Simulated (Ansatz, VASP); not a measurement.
## One calculation of LiCaF3, two programs

Contents of INCAR:

```
PREC = Accurate ; ENCUT = 520
EDIFF = 1E-7 ; ISMEAR = 0
SIGMA = 0.05 ; LREAL = F
LASPH = T ; NELM = 80
ALGO = Normal ; ISIF = 2
LWAVE = F ; LCHARG = F
GGA = PE ; NBANDS = 25
```

Contents of KPOINTS:

```
Automatic mesh
0
Gamma
  6 6 6
```

File POSCAR:

```
LiCaF3
1.0
    3.9022906500      0.0000000000      0.0000000000
    0.0000000000      3.6201973500      0.0000000000
    0.0000000000      0.0000000000      3.7612440000
Li Ca F
1 1 3
Direct
    0.5000000000      0.5000000000      0.5000000000
    0.0000000000      0.0000000000      0.0000000000
    0.0000000000      0.5000000000      0.5000000000
    0.5000000000      0.5000000000      0.0000000000
    0.5000000000      0.0000000000      0.5000000000
```

Input for Ansatz:

```yaml
crystal:
  lattice:
    - [3.90229065, 0.0, 0.0]
    - [0.0, 3.62019735, 0.0]
    - [0.0, 0.0, 3.761244]
  atoms:
    - { symbol: Li, position: [0.5, 0.5, 0.5] }
    - { symbol: Ca, position: [0.0, 0.0, 0.0] }
    - { symbol: F, position: [0.0, 0.5, 0.5] }
    - { symbol: F, position: [0.5, 0.5, 0.0] }
    - { symbol: F, position: [0.5, 0.0, 0.5] }
basis:
  ecutwfc: 420
kpoints:
  mp_grid: { grid: [6, 6, 6] }
hamiltonian:
  xc: pbe
scf:
  occupations: { method: gaussian, width: 0.05 }
output:
  forces: true
  stress: true
  eigenvalues: true
```

Change from the starting cell: strain +0.0375 x Voigt [1, -1, 0, 0, 0, 0], atoms carried along.

Alike in both runs: task single point; functional PBE; k mesh 6 × 6 × 6; occupations gaussian, width 0.05 eV; no spin polarisation.

```csv
,VASP,Ansatz
version,VASP 6.6.1,Ansatz 0.2.0
potentials or method,"VASP PAW PBE potentials, release 64 (Li_sv, Ca_sv, F), cutoff 520 eV","scalar-relativistic, plane waves, PAW"
valence electrons in the cell,34,34
```

```csv
,VASP,Ansatz,Ansatz less VASP
gap on the k mesh at the Fermi level (eV),5.91,5.92,+0.008
least direct gap on the mesh (eV),6.17,6.18,+0.007
```

Noted on VASP's run: the cutoff is under 1.25 times that of the potentials, so the pressure is a little rough.
